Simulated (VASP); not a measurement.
# Hf (Fm-3m) in VASP: notebook

Hf is run at these levels: PBEsol; tasks: single point.

Program: VASP 6.6.1. These are calculated values, not measurements. Logs are shortened: lines on timing, memory, paths and dates and some standing lists are left out, and cuts for length are marked.

## Step 1: The cell of the first run

The structure is cubic, space group Fm-3m (No. 225). Conventional cell: a = 4.082 Å, b = 4.082 Å, c = 4.082 Å, α = 90.00°, β = 90.00°, γ = 90.00°. Hf (site symmetry m-3m) has 12 Hf at 2.89 Å within 3.8 Å.

This isn't the form of Hf at room conditions, which is hcp.

## Step 2: Single point, PBEsol

INCAR reads:

```
SYSTEM = Hf
ALGO = Normal
EDIFF = 1E-6
ENCUT = 500
GGA = PS
GGA_COMPAT = .FALSE.
ISIF = 2
ISMEAR = 1
LASPH = .TRUE.
LCHARG = .FALSE.
LREAL = .FALSE.
LWAVE = .FALSE.
NBANDS = 11
NELM = 120
PREC = Accurate
SIGMA = 0.05
```

KPOINTS reads:

```
k-points
0
G
  7 7 7
  0 0 0
```

POSCAR reads:

```
Hf
1.0
    0.0000000000      2.0408278310      2.0408278310
    2.0408278310      0.0000000000      2.0408278310
    2.0408278310      2.0408278310      0.0000000000
Hf
1
Direct
    0.0000000000      0.0000000000      0.0000000000
```

Potentials or basis: VASP PAW PBE potentials, release 64 (Hf_pv).

On the command line:

```console
$ cat potpaw_PBE.64/Hf_pv/POTCAR > POTCAR
$ mpirun -np 1 vasp_std > vasp.out
```

OUTCAR:

```text
SYSTEM = Hf
   EDIFF = 1E-6
   ENCUT = 500
   GGA = PS
   ISIF = 2
   ISMEAR = 1
   LASPH = .TRUE.
   LREAL = .FALSE.
   NELM = 120
   PREC = Accurate

 ion  position               nearest neighbor table
   1  0.000  0.000  0.000-

  LATTYP: Found a face centered cubic cell.
 ALAT       =     4.0816556620

  Lattice vectors:

 A1 = (   0.0000000000,   2.0408278310,   2.0408278310)
 A2 = (   2.0408278310,   0.0000000000,   2.0408278310)
 A3 = (   2.0408278310,   2.0408278310,   0.0000000000)

Analysis of symmetry for initial positions (statically):
=====================================================================
 Subroutine PRICEL returns:
 Original cell was already a primitive cell.

 Routine SETGRP: Setting up the symmetry group for a
 face centered cubic supercell.

 Subroutine GETGRP returns: Found 48 space group operations
 (whereof 48 operations were pure point group operations)
 out of a pool of 48 trial point group operations.

The static configuration has the point symmetry O_h .

Analysis of symmetry for dynamics (positions and initial velocities):
=====================================================================
 Subroutine PRICEL returns:
 Original cell was already a primitive cell.

 Routine SETGRP: Setting up the symmetry group for a
 face centered cubic supercell.

 Subroutine GETGRP returns: Found 48 space group operations
 (whereof 48 operations were pure point group operations)
 out of a pool of 48 trial point group operations.

The dynamic configuration has the point symmetry O_h .

 Subroutine INISYM returns: Found 48 space group operations
 (whereof 48 operations are pure point group operations),
 and found     1 'primitive' translations

----------------------------------------------------------------------------------------

                                     Primitive cell

  volume of cell :      17.0000

  direct lattice vectors                    reciprocal lattice vectors
     0.000000000  2.040827831  2.040827831    -0.244998619  0.244998619  0.244998619
     2.040827831  0.000000000  2.040827831     0.244998619 -0.244998619  0.244998619
     2.040827831  2.040827831  0.000000000     0.244998619  0.244998619 -0.244998619

  length of vectors
     2.886166397  2.886166397  2.886166397     0.424350056  0.424350056  0.424350056

  position of ions in fractional coordinates (direct lattice)
     0.000000000  0.000000000  0.000000000

  ion indices of the primitive-cell ions
   primitive index   ion index
                 1           1
[... 74 lines left out ...]
   ISYM   =      2    0-nonsym 1-usesym 2-fastsym
   POTIM  = 0.5000    time-step for ionic-motion
   TEBEG  =    0.0;   TEEND  =   0.0 temperature during run
   PSTRESS=    0.0 pullay stress
   NELECT =      10.0000    total number of electrons
   NUPDOWN=      -1.0000    fix difference up-down
   EMIN   =  10.00;   EMAX   =-10.00  energy-range for DOS
   EFERMI =   0.00;   METHOD = LEGACY
   ISMEAR =     1;   SIGMA  =   0.05  broadening in eV -4-tet -1-fermi 0-gaus
   EFERMI_NEDOS =   21; number of points for ismear=-14 and -15
   IALGO  =     38    algorithm
   IMIX   =      4    mixing-type and parameters
     AMIX     =   0.40;   BMIX     =  1.00
     AMIX_MAG =   1.60;   BMIX_MAG =  1.00
  volume/ion in A,a.u.               =      17.00       114.72
  Fermi-wavevector in a.u.,A,eV,Ry     =   1.371698  2.592133 25.600111  1.881555
  Thomas-Fermi vector in A             =   2.497371
   LORBIT       =      0    0 simple, 1 ext, 2 COOP (PROOUT), +10 PAW based schemes
   GGA     = PS    functional components
   LHFCALC =     F    Hartree Fock is set to
   AEXX    =    0.0000 exact exchange contribution
   IVDW    =     0    specifies the selected vdW correction
   LEPSILON=     F    determine dielectric tensor
   LRPA    =     F    only Hartree local field effects (RPA)
 non-spin polarized calculation
 Methfessel and Paxton  Order N= 1 SIGMA  =   0.05
  energy-cutoff  :      500.00
  volume of cell :       17.00
 maximum number of plane-waves:       444
 NGX is ok and might be reduce to    24
   NGX = 11   NGY = 11   NGZ = 11

 number of electron      10.0000000 magnetization

 number of electron       9.9999999 magnetization

 Free energy of the ion-electron system (eV)
  ---------------------------------------------------
  ext. energy  EPLUGINS =         0.00000000
  ---------------------------------------------------
  free energy    TOTEN  =        -9.94300723 eV

  energy without entropy =       -9.94131139  energy(sigma->0) =       -9.94244195

 E-fermi :   6.7111     XC(G=0): -12.7169

 val. band max:        6.7084291024   @ k =   0.1429   0.1429   0.0000
 cond. band min:       6.7206304076   @ k =   0.2857   0.0000   0.0000
 fundamental gap:      0.0122013053
 Fermi energy:         6.7110869957

 k-point     1 :       0.0000    0.0000    0.0000
  band No.  band energies     occupation
      1     -22.3119      2.00000
      2     -22.3119      2.00000
      3     -22.3119      2.00000
      4      -1.3892      2.00000
      5       8.0618      0.00000
      6       8.0618      0.00000
      7       8.0618      0.00000
      8      11.9894      0.00000
      9      11.9894      0.00000
     10      18.9567      0.00000
     11      20.5636      0.00000
[... 253 lines left out ...]
 k-point    20 :      -0.2857    0.4286    0.1429
  band No.  band energies     occupation
      1     -23.6729      2.00000
      2     -23.5601      2.00000
      3     -22.9391      2.00000
      4       4.0563      2.00000
      5       5.4025      2.00000
      6       7.0008     -0.00000
      7      10.2790      0.00000
      8      14.9597      0.00000
      9      17.0719      0.00000
     10      20.3534      0.00000
     11      20.5480      0.00000

------------------------ aborting loop because EDIFF is reached ----------------------------------------

  FORCE on cell =-STRESS in cart. coord.  units (eV):
  Direction    XX          YY          ZZ          XY          YZ          ZX
  --------------------------------------------------------------------------------------
  -------------------------------------------------------------------------------------
  Total        4.2022852      4.2022852      4.2022852      0.0000000     -0.0000000      0.0000000
  in kB      396.0472572    396.0472572    396.0472572      0.0000000     -0.0000000      0.0000000
  external PRESSURE =     396.0472572 kB  Pullay stress =       0.0000000 kB

 VOLUME and BASIS-vectors are now :
 -----------------------------------------------------------------------------
  energy-cutoff  :      500.00
  volume of cell :       17.00
      direct lattice vectors                 reciprocal lattice vectors
     0.000000000  2.040827831  2.040827831    -0.244998619  0.244998619  0.244998619
     2.040827831  0.000000000  2.040827831     0.244998619 -0.244998619  0.244998619
     2.040827831  2.040827831  0.000000000     0.244998619  0.244998619 -0.244998619

 POSITION                                       TOTAL-FORCE (eV/Angst)
 -----------------------------------------------------------------------------------
      0.00000      0.00000      0.00000         0.000000      0.000000     -0.000000
 -----------------------------------------------------------------------------------
    total drift:                               -0.000000     -0.000000     -0.000000

  FREE ENERGIE OF THE ION-ELECTRON SYSTEM (eV)
  ---------------------------------------------------
  free  energy   TOTEN  =        -9.9430072257 eV

  energy  without entropy=       -9.9413113872  energy(sigma->0) =       -9.94244195
```

Wall time 2.1 s (1 thread of Intel Xeon 6975P-C (Granite Rapids), shared host); peak memory 0.13 GiB.

Results:

| Property | Result |
| --- | --- |
| Free energy | -9.9430 eV |
| Pressure | 39.6 GPa |
| Band gap on the k mesh | zero (bands 5 and 6 overlap by 1.56 eV) |

Caveat: the k points lie up to 0.38 Å⁻¹ apart, too coarse for converged energies and pressures of a metal; the PAW data sets were made with another functional, which shifts forces and pressure a little; spin-orbit coupling is left out, which moves the levels of the heavy elements.

## Step 3: Single point, PBEsol

This run uses another cell than the first one, of 15.65 Å³/atom.

INCAR reads:

```
SYSTEM = Hf
PREC = Accurate
ENCUT = 500
EDIFF = 1E-6
ISMEAR = 1
SIGMA = 0.05
LREAL = .FALSE.
LASPH = .TRUE.
NELM = 120
ALGO = Normal
ISIF = 2
LWAVE = .FALSE.
LCHARG = .FALSE.
GGA = PS
NBANDS = 11
GGA_COMPAT = .FALSE.
```

KPOINTS reads:

```
Automatic mesh
0
G
  7 7 7
  0 0 0
```

POSCAR reads:

```
Hf
1.0
    0.0000000000      1.9851367950      1.9851367950
    1.9851367950      0.0000000000      1.9851367950
    1.9851367950      1.9851367950      0.0000000000
Hf
1
Direct
    0.0000000000      0.0000000000      0.0000000000
```

Potentials or basis: VASP PAW PBE potentials, release 64 (Hf_pv).

On the command line:

```console
$ cat potpaw_PBE.64/Hf_pv/POTCAR > POTCAR
$ mpirun -np 1 vasp_std > vasp.out
```

It took 1.8 s on 1 thread of Intel Xeon 6975P-C (Granite Rapids), shared host; peak memory 0.12 GiB.

It converged, with:

```yaml
Free_energy: -9.5343 eV
Pressure: 59.5 GPa
Band_gap_on_the_k_mesh: zero (bands 5 and 6 overlap by 1.47 eV)
```

Levels at points of the mesh, in eV from the Fermi level:
```
           k point  band 3  band 4  band 5  band 6  band 7  band 8
(0.00, 0.00, 0.00)  -28.69   -8.23    1.35    1.35    1.35    5.69
```

Caveat: the k points lie up to 0.39 Å⁻¹ apart, too coarse for converged energies and pressures of a metal; the PAW data sets were made with another functional, which shifts forces and pressure a little; spin-orbit coupling is left out, which moves the levels of the heavy elements.

## Step 4: Single point, PBEsol

This run uses another cell than the first one, of 18.73 Å³/atom.

INCAR reads:

```
SYSTEM = Hf
  ALGO = Normal
  EDIFF = 1E-6
  ENCUT = 500
  GGA = PS
  GGA_COMPAT = .False.
  ISIF = 2
  ISMEAR = 1
  LASPH = .True.
  LCHARG = .False.
  LREAL = .False.
  LWAVE = .False.
  NBANDS = 11
  NELM = 120
  PREC = Accurate
  SIGMA = 0.05
```

KPOINTS reads:

```
k-points
0
Gamma
  7 7 7
  0 0 0
```

POSCAR reads:

```
Hf
1.0
    0.0000000000      2.1079462008      2.1079462008
    2.1079462008      0.0000000000      2.1079462008
    2.1079462008      2.1079462008      0.0000000000
Hf
1
Direct
    0.0000000000      0.0000000000      0.0000000000
```

Potentials or basis: VASP PAW PBE potentials, release 64 (Hf_pv).

On the command line:

```console
$ cat potpaw_PBE.64/Hf_pv/POTCAR > POTCAR
$ mpirun -np 1 vasp_std > vasp.out
```

OUTCAR:

```text
SYSTEM = Hf
   EDIFF = 1E-6
   ENCUT = 500
   GGA = PS
   ISIF = 2
   ISMEAR = 1
   LASPH = .True.
   LREAL = .False.
   NELM = 120
   PREC = Accurate

 ion  position               nearest neighbor table
   1  0.000  0.000  0.000-

  LATTYP: Found a face centered cubic cell.
 ALAT       =     4.2158924016

  Lattice vectors:

 A1 = (   0.0000000000,   2.1079462008,   2.1079462008)
 A2 = (   2.1079462008,   0.0000000000,   2.1079462008)
 A3 = (   2.1079462008,   2.1079462008,   0.0000000000)

Analysis of symmetry for initial positions (statically):
=====================================================================
 Subroutine PRICEL returns:
 Original cell was already a primitive cell.

 Routine SETGRP: Setting up the symmetry group for a
 face centered cubic supercell.

 Subroutine GETGRP returns: Found 48 space group operations
 (whereof 48 operations were pure point group operations)
 out of a pool of 48 trial point group operations.

The static configuration has the point symmetry O_h .

Analysis of symmetry for dynamics (positions and initial velocities):
[... 159 lines left out ...]

 k-point     1 :       0.0000    0.0000    0.0000
  band No.  band energies     occupation
      1     -23.4436      2.00000
      2     -23.4436      2.00000
      3     -23.4436      2.00000
      4      -1.9089      2.00000
      5       7.2988      0.00000
      6       7.2988      0.00000
      7       7.2988      0.00000
      8      10.7876      0.00000
      9      10.7876      0.00000
     10      17.8382      0.00000
     11      19.5045      0.00000
[... 253 lines left out ...]
 k-point    20 :      -0.2857    0.4286    0.1429
  band No.  band energies     occupation
      1     -24.4547      2.00000
      2     -24.3693      2.00000
      3     -23.9099      2.00000
      4       3.6142      2.00000
      5       4.6903      2.00000
      6       6.0928     -0.00000
      7       9.2291      0.00000
      8      13.4064      0.00000
      9      15.2044      0.00000
     10      18.1712      0.00000
     11      19.2897      0.00000

------------------------ aborting loop because EDIFF is reached ----------------------------------------

  FORCE on cell =-STRESS in cart. coord.  units (eV):
  Direction    XX          YY          ZZ          XY          YZ          ZX
  --------------------------------------------------------------------------------------
  -------------------------------------------------------------------------------------
  Total        2.3037786      2.3037786      2.3037786     -0.0000000      0.0000000      0.0000000
  in kB      197.0347180    197.0347180    197.0347180     -0.0000000      0.0000000      0.0000000
  external PRESSURE =     197.0347180 kB  Pullay stress =       0.0000000 kB

 VOLUME and BASIS-vectors are now :
 -----------------------------------------------------------------------------
  energy-cutoff  :      500.00
  volume of cell :       18.73
      direct lattice vectors                 reciprocal lattice vectors
     0.000000000  2.107946201  2.107946201    -0.237197704  0.237197704  0.237197704
     2.107946201  0.000000000  2.107946201     0.237197704 -0.237197704  0.237197704
     2.107946201  2.107946201  0.000000000     0.237197704  0.237197704 -0.237197704

 POSITION                                       TOTAL-FORCE (eV/Angst)
 -----------------------------------------------------------------------------------
      0.00000      0.00000      0.00000         0.000000      0.000000      0.000000
 -----------------------------------------------------------------------------------
    total drift:                                0.000000     -0.000000     -0.000000

  FREE ENERGIE OF THE ION-ELECTRON SYSTEM (eV)
  ---------------------------------------------------
  free  energy   TOTEN  =       -10.2590912456 eV

  energy  without entropy=      -10.2573273459  energy(sigma->0) =      -10.25850328
```

OSZICAR:

```text
N       E                     dE             d eps       ncg     rms          rms(c)
DAV:   1     0.129637474065E+02    0.12964E+02   -0.57346E+03   440   0.834E+02
DAV:   2    -0.100855748962E+02   -0.23049E+02   -0.22250E+02   554   0.158E+02
DAV:   3    -0.105460944742E+02   -0.46052E+00   -0.45892E+00   538   0.151E+01
DAV:   4    -0.105473455163E+02   -0.12510E-02   -0.12510E-02   505   0.102E+00
DAV:   5    -0.105473496935E+02   -0.41772E-05   -0.41773E-05   568   0.515E-02    0.518E+01
DAV:   6    -0.103389245539E+02    0.20843E+00   -0.16564E-01   509   0.298E+00    0.309E+01
DAV:   7    -0.102625294821E+02    0.76395E-01   -0.25719E-01   503   0.361E+00    0.146E+00
DAV:   8    -0.102590780832E+02    0.34514E-02   -0.14147E-02   494   0.902E-01    0.178E-01
DAV:   9    -0.102590913948E+02   -0.13312E-04   -0.16408E-04   512   0.117E-01    0.453E-02
DAV:  10    -0.102590911698E+02    0.22498E-06   -0.11294E-05   500   0.262E-02    0.464E-02
DAV:  11    -0.102590912456E+02   -0.75772E-07   -0.82234E-07   289   0.757E-03
   1 F= -.10259091E+02 E0= -.10258503E+02  d E =-.176390E-02
```

Wall time 2.1 s (1 thread of Intel Xeon 6975P-C (Granite Rapids), shared host); peak memory 0.13 GiB.

Results:

```yaml
Free_energy: -10.2591 eV
Pressure: 19.7 GPa
Band_gap_on_the_k_mesh: zero (bands 5 and 6 overlap by 1.62 eV)
```

Caveat: the k points lie up to 0.37 Å⁻¹ apart, too coarse for converged energies and pressures of a metal; the PAW data sets were made with another functional, which shifts forces and pressure a little; spin-orbit coupling is left out, which moves the levels of the heavy elements.

## Step 5: The runs side by side

```tsv
cell	gap on the mesh (eV)	pressure (GPa)
a = 2.886 Å, angles 60.0°, 1 atom	none	39.6
a = 2.807 Å, angles 60.0°, 1 atom	none	59.5
a = 2.981 Å, angles 60.0°, 1 atom	none	19.7
```

Alike in all rows: task single point; level PBEsol; potentials or basis VASP PAW PBE potentials, release 64 (Hf_pv); no spin polarisation; k mesh 7 × 7 × 7; cutoff (eV) 500; smearing methfessel-paxton 0.05 eV.

Caveats: all runs use coarse meshes; the PAW data sets were made with another functional, which shifts forces and pressure a little; spin-orbit coupling is left out, which moves the levels of the heavy elements.

Total energies depend on the potentials used, so only differences within one code and one set of settings carry meaning.

The gap in the log of VASP goes by the Fermi energy; the results here count the filled bands.